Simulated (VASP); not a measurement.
A run of VASP 6.6.1:

The input INCAR:

```
SYSTEM = AlCo
PREC = Accurate ; ENCUT = 600
EDIFF = 1E-6 ; ISMEAR = -1
SIGMA = 0.05 ; LREAL = .FALSE.
LASPH = .TRUE. ; NELM = 120
ALGO = Normal ; ISIF = 2
LWAVE = .FALSE. ; LCHARG = .FALSE.
GGA = PE ; NBANDS = 28
GGA_COMPAT = .FALSE.
```

The input KPOINTS:

```
regular mesh
0
G
  10 10 6
  0 0 0
```

File POSCAR:

```
AlCo
1.0
    2.5063649354      0.0000000000      0.0000000000
   -1.2531824677      2.1705757052      0.0000000000
    0.0000000000      0.0000000000      7.1848823452
Co Al
2 2
Direct
    0.0000000000      0.0000000000      0.0000000000
    0.0000000000      0.0000000000      0.5000000000
    0.3333333333      0.6666666667      0.2500000000
    0.6666666667      0.3333333333      0.7500000000
```

Potentials or basis: VASP PAW PBE potentials, release 64 (Co_sv, Al).

Launch:

```bash
$ cat potpaw_PBE.64/Co_sv/POTCAR potpaw_PBE.64/Al/POTCAR > POTCAR
$ mpirun -np 1 vasp_std > vasp.out
```

Hardware: 1 thread of Intel(R) Xeon(R) 6975P-C (Granite Rapids) (shared host).

**Question.** Estimate the wall time of this run.

**Answer.** Run time: 32 s on 1 thread of Intel(R) Xeon(R) 6975P-C (Granite Rapids), on a shared host, peak memory 0.2 GiB. Counts: scf iterations 14, k points 56.
